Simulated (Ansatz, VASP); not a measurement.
**Two plane-wave programs on ZnS**

```
Zn S
1.0
    -0.02705    2.69113    2.69113
     2.69113   -0.02705    2.69113
     2.69113    2.69113   -0.02705
Zn S
1 1
Direct
  0.00000 0.00000 0.00000
  0.75000 0.75000 0.75000
```

Change from the starting cell: equal xy, yz and zx shear strains of -1 %, PAW files.

Alike in both runs: task electric field gradients; functional PBE; k mesh 8 × 8 × 8; occupations fermi-dirac, width 0.01 eV; no spin polarisation.

|  | VASP | Ansatz |
| --- | --- | --- |
| version | VASP 6.6.1 | Ansatz 0.2.0 |
| potentials or method | VASP PAW PBE potentials, release 64 (Zn, S) | PAW with Ansatz's default frozen-core files, scalar-relativistic |
| plane-wave cutoff (eV) | 520 | 420 |
| valence electrons in the cell | 18 | 18 |

|  | VASP | Ansatz | Ansatz less VASP |
| --- | --- | --- | --- |
| gap on the k mesh at the Fermi level (eV) | 2.07 | 2.06 | -0.005 |
| pressure (GPa) | 1.6 | 1.4 | -0.16 |
| traceless stress, the component that is largest in VASP (GPa) | 0.71 | 0.70 | -0.005 |
| rms of the force components (eV/Å) | 0.060 | 0.059 | -0.0009 |
| size of Vzz on the site where it differs most (V/Å²) | 6.3 | 5.9 | -0.46 |

Atom by atom the forces differ by 0.001 eV/Å (rms over components).
